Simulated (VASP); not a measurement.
Wanted: the native input for a VASP 6.6.1 run.

* Task: single point
* Functional: PBE
* Potentials or basis: VASP PAW PBE potentials, release 64 (Si, N)
* Cutoff: 520 eV
* k mesh: 4 × 4 × 4
* Occupations: gaussian, width 0.1 eV
* Spin: collinear spin, ferromagnetic start
* Starting moments: [0.0, 0.0, 0.0, 0.0, 0.0, 1.0] μB
* Dipole correction: no
* Further INCAR settings: ALGO = Normal; EDIFF = 1e-07; NBANDS = 26

The structure of Si5N lies in POSCAR:

```
Si5N
1.0
   -2.7051508300      2.7051508300      2.9720061200
    2.7051508300     -2.7051508300      2.9720061200
    2.7051508300      2.7051508300     -2.9720061200
Si N
5 1
Direct
    0.0000000000      0.3516755800      0.3516755800
    0.0000000000      0.6483244200      0.6483244200
    0.6483244200      0.0000000000      0.6483244200
    0.3516755800      0.0000000000      0.3516755800
    0.5000000000      0.5000000000      0.0000000000
    0.0000000000      0.0000000000      0.0000000000
```

The cell was built from a structure type or drawn by symmetry, and may not be a known phase.

The input as run:

INCAR

```
ALGO     = Normal         # electronic algorithm
EDIFF    = 1E-7           # SCF threshold, eV
ENCUT    = 520            # plane-wave cutoff, eV
GGA      = PE             # functional
ISIF     = 2              # what is computed and relaxed
ISMEAR   = 0              # smearing method
ISPIN    = 2              # spin polarisation
LASPH    = True           # aspherical terms in the spheres
LCHARG   = False          # write CHGCAR
LORBIT   = 11             # projections on sites
LREAL    = False          # projectors in reciprocal space
LWAVE    = False          # write WAVECAR
MAGMOM   = 0 0 0 0 0 1    # initial moments
NBANDS   = 26             # bands
NELM     = 150            # most SCF steps
PREC     = Accurate       # precision mode
SIGMA    = 0.1            # smearing width, eV
```

KPOINTS

```
k-points
0
Gamma
  4 4 4
```

Potentials or basis: VASP PAW PBE potentials, release 64 (Si, N).

Run with:

```sh
$ cat potpaw_PBE.64/Si/POTCAR potpaw_PBE.64/N/POTCAR > POTCAR
$ mpirun -np 1 vasp_std > vasp.out
```

It gave:

```
Pressure                                              : 55.5 GPa
Largest force                                         : 28.251 eV/Å
Net moment                                            : 0.00 μB per cell
Valence electrons inside the program's atomic spheres : Si 1.92, 1.50 (each value once); N 3.77
```

Caveat: the k points lie up to 0.39 Å⁻¹ apart; forces of over 1 eV/Å act on the atoms, so gaps and moduli don't describe the material at rest.

It took 71 s on 1 thread of Intel Xeon 8259CL (shared host), peak memory 0.25 GiB.
